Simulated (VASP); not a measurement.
# PtS2 (P-3m1) in VASP: notebook

PtS2 is run at these levels: LDA; tasks: single point, relaxation of cell and atoms.

Program: VASP 6.6.1. These are calculated values, not measurements. Logs are shortened: lines on timing, memory, paths and dates and some standing lists are left out, and cuts for length are marked.

### 1 The cell of the first run

Symmetry: P-3m1, No. 164, trigonal system. Conventional cell: a = 3.562 Å, b = 3.562 Å, c = 4.528 Å, α = 90.00°, β = 90.00°, γ = 120.00°. Within 3.1 Å of Pt (site symmetry -3m) lie 6 S at 2.37 Å. Within 3.2 Å of S (site symmetry 3m) lie 3 Pt at 2.37 Å and 6 S at 2.98 to 3.14 Å.

### 2 Single point, LDA

Contents of INCAR:

```
SYSTEM = PtS2
ALGO     = Normal         ! electronic algorithm
EDIFF    = 1E-6           ! SCF threshold, eV
ENCUT    = 520            ! plane-wave cutoff, eV
GGA      = CA             ! functional
ISIF     = 2              ! what is computed and relaxed
ISMEAR   = -1             ! smearing method
LASPH    = .TRUE.         ! aspherical terms in the spheres
LCHARG   = .FALSE.        ! write CHGCAR
LREAL    = .FALSE.        ! projectors in reciprocal space
LWAVE    = .FALSE.        ! write WAVECAR
NBANDS   = 18             ! bands
NELM     = 100            ! most SCF steps
PREC     = Accurate       ! precision mode
SIGMA    = 0.05           ! smearing width, eV
```

Contents of KPOINTS:

```
k-points
0
G
  12 12 8
  0 0 0
```

Contents of POSCAR:

```
PtS2
1.0
    3.5622624618      0.0000000000      0.0000000000
   -1.7811312309      3.0850097869      0.0000000000
    0.0000000000      0.0000000000      4.5276194249
Pt S
1 2
Direct
    0.0000000000      0.0000000000      0.0000000000
    0.3333333333      0.6666666667      0.2622450773
    0.6666666667      0.3333333333      0.7377549227
```

Potentials or basis: VASP PAW LDA potentials, release 64 (Pt, S).

Command:

```
$ cat potpaw_LDA.64/Pt/POTCAR potpaw_LDA.64/S/POTCAR > POTCAR
$ mpirun -np 1 vasp_std > vasp.out
```

OUTCAR:

```text
SYSTEM = PtS2
   EDIFF = 1E-6
   ENCUT = 520
   GGA = CA
   ISIF = 2
   ISMEAR = -1
   LASPH = .TRUE.
   LREAL = .FALSE.
   NELM = 100
   PREC = Accurate

 ion  position               nearest neighbor table
   1  0.000  0.000  0.000-   2 2.37   3 2.37   3 2.37   2 2.37   3 2.37   2 2.37
   2  0.333  0.667  0.262-   1 2.37   1 2.37   1 2.37
   3  0.667  0.333  0.738-   1 2.37   1 2.37   1 2.37

  LATTYP: Found a hexagonal cell.
 ALAT       =     3.5622624618
 C/A-ratio  =     1.2709954624

  Lattice vectors:

 A1 = (   3.5622624618,   0.0000000000,   0.0000000000)
 A2 = (  -1.7811312309,   3.0850097869,   0.0000000000)
 A3 = (   0.0000000000,   0.0000000000,   4.5276194249)

Analysis of symmetry for initial positions (statically):
=====================================================================
 Subroutine PRICEL returns:
 Original cell was already a primitive cell.

 Routine SETGRP: Setting up the symmetry group for a
 hexagonal supercell.

 Subroutine GETGRP returns: Found 12 space group operations
 (whereof 12 operations were pure point group operations)
 out of a pool of 24 trial point group operations.

The static configuration has the point symmetry D_3d.

Analysis of symmetry for dynamics (positions and initial velocities):
=====================================================================
 Subroutine PRICEL returns:
 Original cell was already a primitive cell.

 Routine SETGRP: Setting up the symmetry group for a
 hexagonal supercell.

 Subroutine GETGRP returns: Found 12 space group operations
 (whereof 12 operations were pure point group operations)
 out of a pool of 24 trial point group operations.

The dynamic configuration has the point symmetry D_3d.

 Subroutine INISYM returns: Found 12 space group operations
 (whereof 12 operations are pure point group operations),
 and found     1 'primitive' translations

----------------------------------------------------------------------------------------

                                     Primitive cell

  volume of cell :      49.7568

  direct lattice vectors                    reciprocal lattice vectors
     3.562262462  0.000000000  0.000000000     0.280720472  0.162074040  0.000000000
    -1.781131231  3.085009787  0.000000000     0.000000000  0.324148080  0.000000000
     0.000000000  0.000000000  4.527619425     0.000000000  0.000000000  0.220866620

  length of vectors
     3.562262462  3.562262462  4.527619425     0.324148080  0.324148080  0.220866620

  position of ions in fractional coordinates (direct lattice)
     0.000000000  0.000000000  0.000000000
     0.333333333  0.666666667  0.262245077
     0.666666667  0.333333333  0.737754923

  ion indices of the primitive-cell ions
   primitive index   ion index
                 1           1
                 2           2
                 3           3

----------------------------------------------------------------------------------------

 KPOINTS: k-points

Automatic generation of k-mesh.
 Grid dimensions read from file:
 generate k-points for:   12   12    8

 Generating k-lattice:

  Cartesian coordinates                     Fractional coordinates (reciprocal lattice)
     0.023393373  0.013506170  0.000000000     0.083333333  0.000000000  0.000000000
     0.000000000  0.027012340  0.000000000     0.000000000  0.083333333  0.000000000
     0.000000000  0.000000000  0.027608328     0.000000000  0.000000000  0.125000000

  Length of vectors
     0.027012340  0.027012340  0.027608328

  Shift w.r.t. Gamma in fractional coordinates (k-lattice)
     0.000000000  0.000000000  0.000000000

 Subroutine IBZKPT returns following result:
 ===========================================

 Found    131 irreducible k-points:

 Following reciprocal coordinates:
            Coordinates               Weight
  0.000000  0.000000  0.000000      1.000000
  0.083333 -0.000000  0.000000      6.000000
  0.166667  0.000000  0.000000      6.000000
  0.250000  0.000000  0.000000      6.000000
  0.333333 -0.000000  0.000000      6.000000
  0.416667  0.000000  0.000000      6.000000
[... 16 lines left out ...]
  0.166667  0.000000  0.125000      6.000000
  0.000000  0.166667  0.125000      6.000000
 [... further k-points ...]
   k-points           NKPTS =    131   k-points in BZ     NKDIM =    131   number of bands    NBANDS=     18
   number of dos      NEDOS =    301   number of ions     NIONS =      3
   total plane-waves  NPLWV =  28224
   dimension x,y,z NGX =    28 NGY =   28 NGZ =   36
   dimension x,y,z NGXF=    56 NGYF=   56 NGZF=   72
   ions per type =               1   2
   NGX,Y,Z   is equivalent  to a cutoff of  13.07, 13.07, 13.22 a.u.
   NGXF,Y,Z  is equivalent  to a cutoff of  26.13, 26.13, 26.44 a.u.
 SYSTEM =  PtS2
   PREC   = accura    normal or accurate (medium, high low for compatibility)
   ISTART =      0    job   : 0-new  1-cont  2-samecut
   ICHARG =      2    charge: 1-file 2-atom 10-const
   ISPIN  =      1    spin polarized calculation?
   LNONCOLLINEAR =      F non collinear calculations
   LSORBIT =      F    spin-orbit coupling
   LASPH  =      T    aspherical Exc in radial PAW
   ENCUT  =  520.0 eV  38.22 Ry    6.18 a.u.   6.62  6.62  8.42*2*pi/ulx,y,z
   NELM   =    100;   NELMIN=  2; NELMDL= -5     # of ELM steps
   EDIFF  = 0.1E-05   stopping-criterion for ELM
   LREAL  =      F    real-space projection
   EDIFFG = 0.1E-04   stopping-criterion for IOM
   NSW    =      0    number of steps for IOM
   IBRION =     -1    ionic relax: 0-MD 1-quasi-New 2-CG
   NFREE  =      0    steps in history (QN), initial steepest desc. (CG)
   ISIF   =      2    stress and relaxation
   ISYM   =      2    0-nonsym 1-usesym 2-fastsym
   POTIM  = 0.5000    time-step for ionic-motion
   TEBEG  =    0.0;   TEEND  =   0.0 temperature during run
   PSTRESS=    0.0 pullay stress
   NELECT =      22.0000    total number of electrons
   NUPDOWN=      -1.0000    fix difference up-down
   EMIN   =  10.00;   EMAX   =-10.00  energy-range for DOS
   EFERMI =   0.00;   METHOD = LEGACY
   ISMEAR =    -1;   SIGMA  =   0.05  broadening in eV -4-tet -1-fermi 0-gaus
   EFERMI_NEDOS =   21; number of points for ismear=-14 and -15
   IALGO  =     38    algorithm
   IMIX   =      4    mixing-type and parameters
     AMIX     =   0.40;   BMIX     =  1.00
     AMIX_MAG =   1.60;   BMIX_MAG =  1.00
  volume/ion in A,a.u.               =      16.59       111.93
  Fermi-wavevector in a.u.,A,eV,Ry     =   1.247187  2.356842 21.163530  1.555476
  Thomas-Fermi vector in A             =   2.381331
   LORBIT       =      0    0 simple, 1 ext, 2 COOP (PROOUT), +10 PAW based schemes
   GGA     = CA    functional components
   LHFCALC =     F    Hartree Fock is set to
   AEXX    =    0.0000 exact exchange contribution
   IVDW    =     0    specifies the selected vdW correction
   LEPSILON=     F    determine dielectric tensor
   LRPA    =     F    only Hartree local field effects (RPA)
 non-spin polarized calculation
  energy-cutoff  :      520.00
  volume of cell :       49.76
 maximum number of plane-waves:      1397
 NGX is ok and might be reduce to    28
   NGX = 13   NGY = 13   NGZ = 17

 number of electron      21.9999999 magnetization

 Free energy of the ion-electron system (eV)
  ---------------------------------------------------
  ext. energy  EPLUGINS =         0.00000000
  ---------------------------------------------------
  free energy    TOTEN  =       -18.21507461 eV

  energy without entropy =      -18.21311417  energy(sigma->0) =      -18.21409439

 E-fermi :   8.4030     XC(G=0): -11.5450

 val. band max:        8.3566159792   @ k =   0.0000   0.0833   0.1250
 cond. band min:       8.4595943764   @ k =   0.1667   0.1667   0.5000
 fundamental gap:      0.1029783972
 Fermi energy:         8.4029916884

 k-point     1 :       0.0000    0.0000    0.0000
  band No.  band energies     occupation
      1      -7.8134      2.00000
      2      -3.9760      2.00000
      3       0.4992      2.00000
      4       1.0622      2.00000
      5       1.0622      2.00000
      6       4.0401      2.00000
[... 10 lines left out ...]
     17      15.6626      0.00000
     18      20.7971      0.00000

 k-point     2 :       0.0833   -0.0000    0.0000
  band No.  band energies     occupation
      1      -7.7223      2.00000
      2      -4.0574      2.00000
      3       0.5996      2.00000
      4       1.1231      2.00000
      5       1.1803      2.00000
      6       3.9090      2.00000
[... 10 lines left out ...]
     17      15.9279      0.00000
     18      19.3744      0.00000

 k-point     3 :       0.1667    0.0000    0.0000
  band No.  band energies     occupation
      1      -7.4571      2.00000
      2      -4.2696      2.00000
      3       0.8852      2.00000
      4       1.2932      2.00000
      5       1.4976      2.00000
      6       3.4599      2.00000
[... 10 lines left out ...]
     17      16.5992      0.00000
     18      17.9185      0.00000

 k-point     4 :       0.2500    0.0000    0.0000
  band No.  band energies     occupation
      1      -7.0441      2.00000
      2      -4.5479      2.00000
      3       1.2981      2.00000
      4       1.5304      2.00000
      5       1.8721      2.00000
      6       2.7513      2.00000
[... 375 lines left out ...]
      4       1.1130      2.00000
      5       1.3391      2.00000
      6       3.8499      2.00000
[... 10 lines left out ...]
     17      16.2022      0.00000
     18      18.6424      0.00000

 k-point    23 :       0.1667    0.0000    0.1250
  band No.  band energies     occupation
      1      -7.3724      2.00000
      2      -4.4725      2.00000
      3       0.9240      2.00000
      4       1.3453      2.00000
      5       1.6615      2.00000
      6       3.5554      2.00000
[... 10 lines left out ...]
     17      15.9562      0.00000
     18      17.4832      0.00000

 k-point    24 :       0.0000    0.1667    0.1250
  band No.  band energies     occupation
      1      -7.3830      2.00000
      2      -4.4259      2.00000
      3       0.7617      2.00000
      4       1.2557      2.00000
      5       1.8378      2.00000
      6       3.2751      2.00000
[... 10 lines left out ...]
     17      17.1708      0.00000
     18      17.4362      0.00000

 [... further k-points ...]

------------------------ aborting loop because EDIFF is reached ----------------------------------------

  FORCE on cell =-STRESS in cart. coord.  units (eV):
  Direction    XX          YY          ZZ          XY          YZ          ZX
  --------------------------------------------------------------------------------------
  -------------------------------------------------------------------------------------
  Total       -0.0070466     -0.0070466      0.0025985      0.0000000     -0.0000000     -0.0000000
  in kB       -0.2269008     -0.2269008      0.0836733      0.0000000     -0.0000000     -0.0000000
  external PRESSURE =      -0.1233761 kB  Pullay stress =       0.0000000 kB

 VOLUME and BASIS-vectors are now :
 -----------------------------------------------------------------------------
  energy-cutoff  :      520.00
  volume of cell :       49.76
      direct lattice vectors                 reciprocal lattice vectors
     3.562262462  0.000000000  0.000000000     0.280720472  0.162074040  0.000000000
    -1.781131231  3.085009787  0.000000000     0.000000000  0.324148080  0.000000000
     0.000000000  0.000000000  4.527619425     0.000000000  0.000000000  0.220866620

 POSITION                                       TOTAL-FORCE (eV/Angst)
 -----------------------------------------------------------------------------------
      0.00000      0.00000      0.00000        -0.000000      0.000000     -0.000000
     -0.00000      2.05667      1.18735         0.000000      0.000000     -0.002365
      1.78113      1.02834      3.34027         0.000000      0.000000      0.002365
 -----------------------------------------------------------------------------------
    total drift:                               -0.000000      0.000000      0.000000

  FREE ENERGIE OF THE ION-ELECTRON SYSTEM (eV)
  ---------------------------------------------------
  free  energy   TOTEN  =       -18.2150746089 eV

  energy  without entropy=      -18.2131141717  energy(sigma->0) =      -18.21409439
```

It took 49 s on 1 thread of Intel Xeon Platinum 8488C (Sapphire Rapids), shared host; peak memory 0.23 GiB.

Results:

| Item | Value |
| --- | --- |
| Free energy | -18.2151 eV |
| Pressure | 0.0 GPa |
| Band gap on the k mesh | zero (bands 11 and 12 overlap by 0.17 eV) |

Forces in eV/Å, atoms in the order of the input:
```
Pt   0.000  0.000  0.000
S    0.000  0.000 -0.002
S    0.000  0.000  0.002
```

Caveat: spin-orbit coupling is left out, which moves the levels of the heavy elements.

### 3 Relaxation of cell and atoms, LDA

This run uses another cell than the first one, of 18.26 Å³/atom.

Contents of INCAR:

```
PREC = Accurate
ENCUT = 600
EDIFF = 1E-6
ISMEAR = -1
SIGMA = 0.05
LREAL = F
LASPH = T
NELM = 60
ALGO = Normal
ISIF = 3
LWAVE = F
LCHARG = F
IBRION = 2
NSW = 100
EDIFFG = -0.002
```

Contents of KPOINTS:

```
regular mesh
0
Gamma
  12 12 8
```

Contents of POSCAR:

```
PtS2
1.0
    3.5432000000      0.0000000000      0.0000000000
   -1.7716000000      3.0685012107      0.0000000000
    0.0000000000      0.0000000000      5.0388000000
Pt S
1 2
Direct
    0.0000000000      0.0000000000      0.0000000000
    0.3333333333      0.6666666667      0.2270000000
    0.6666666667      0.3333333333      0.7730000000
```

Potentials or basis: VASP PAW LDA potentials, release 64 (Pt, S).

Command:

```
$ cat potpaw_LDA.64/Pt/POTCAR potpaw_LDA.64/S/POTCAR > POTCAR
$ mpirun -np 1 vasp_std > vasp.out
```

It took 14 min on 1 thread of Intel Xeon Platinum 8488C (Sapphire Rapids), shared host; peak memory 0.28 GiB.

Results (log left out):

```yaml
Free_energy: -18.2162 eV
Relaxed_volume: 16.62 Å³/atom
Relaxed_cell: a = 3.562 Å, b = 3.562 Å, c = 4.538 Å, α = 90.00°, β = 90.00°, γ = 120.00°
Space_group_after_relaxing_to_0.1_Å: P-3m1 (No. 164)
Energy_gained_by_relaxing: 30.7 meV/atom
Ionic_steps: 34
Pressure_after_relaxing: 0.0 GPa
Band_gap_on_the_k_mesh: zero (bands 11 and 12 overlap by 0.15 eV)
```

The path:
```
step  energy change (eV)  largest force (eV/Å)  pressure (GPa)  volume (Å³)
   1              0.0000                0.8055            3.59        54.78
   2              0.0383                0.4681           -7.52        58.09
   3             -0.0252                0.2795           -1.14        56.02
   4             -0.0369                0.1820           -0.84        55.49
   5             -0.0434                0.0327           -0.36        54.71
   6             -0.0492                0.0887            0.15        54.14
   7             -0.0614                0.2612            1.93        52.42
   8             -0.0507                0.6248            6.65        49.00
   9             -0.0626                0.4116            3.58        51.23
  10             -0.0634                0.4084            3.54        51.19
  11             -0.0657                0.3984            3.43        51.07
  12             -0.0700                0.3792            3.30        50.82
  13             -0.0772                0.3429            3.00        50.33
  14             -0.0851                0.2673            2.60        49.33
  15             -0.0850                0.2270            2.53        48.88
  16             -0.0853                0.2404            2.55        49.02
  17             -0.0883                0.1882            1.83        49.30
  18             -0.0916                0.0573            0.07        50.02
  19             -0.0916                0.0524            0.00        50.05
  20             -0.0917                0.0483           -0.03        50.04
  21             -0.0918                0.0377            0.01        50.01
  22             -0.0919                0.0161            0.04        49.94
  23             -0.0919                0.0057            0.05        49.92
  24             -0.0920                0.0006           -0.04        49.93
  25             -0.0920                0.0005           -0.03        49.93
  26             -0.0920                0.0004           -0.03        49.92
  27             -0.0920                0.0023           -0.02        49.90
  28             -0.0920                0.0074            0.00        49.86
  29             -0.0920                0.0043           -0.03        49.89
  30             -0.0920                0.0077            0.06        49.86
  31             -0.0920                0.0066            0.02        49.87
  32             -0.0920                0.0014           -0.02        49.86
  33             -0.0920                0.0027           -0.03        49.86
  34             -0.0920                0.0009            0.00        49.86
```

Final structure:
```yaml
crystal:
  lattice:
    - [3.56190, 0.00000, 0.00000]
    - [-1.78095, 3.08470, 0.00000]
    - [0.00000, 0.00000, 4.53776]
  atoms:
    - { symbol: Pt, position: [0.00000, 0.00000, 0.00000] }
    - { symbol: S, position: [0.33333, 0.66667, 0.26175] }
    - { symbol: S, position: [0.66667, 0.33333, 0.73825] }
```

Levels at points of the mesh, in eV from the Fermi level:
| k point | band 8 | band 9 | band 10 | band 11 | band 12 | band 13 | band 14 | band 15 |
| --- | --- | --- | --- | --- | --- | --- | --- | --- |
| (0.00, 0.00, 0.00) | -2.48 | -1.60 | -1.60 | 0.22 | 1.11 | 1.11 | 3.27 | 5.10 |
| (0.50, 0.00, 0.00) | -4.20 | -3.69 | -3.61 | -3.00 | 0.74 | 2.48 | 5.37 | 6.31 |
| (0.00, 0.00, 0.50) | -3.38 | -2.22 | -2.22 | -1.45 | 2.41 | 2.41 | 5.27 | 6.68 |
| (0.50, 0.00, 0.50) | -3.72 | -3.31 | -3.23 | -1.45 | 0.70 | 1.71 | 4.67 | 5.31 |

Caveat: spin-orbit coupling is left out, which moves the levels of the heavy elements.
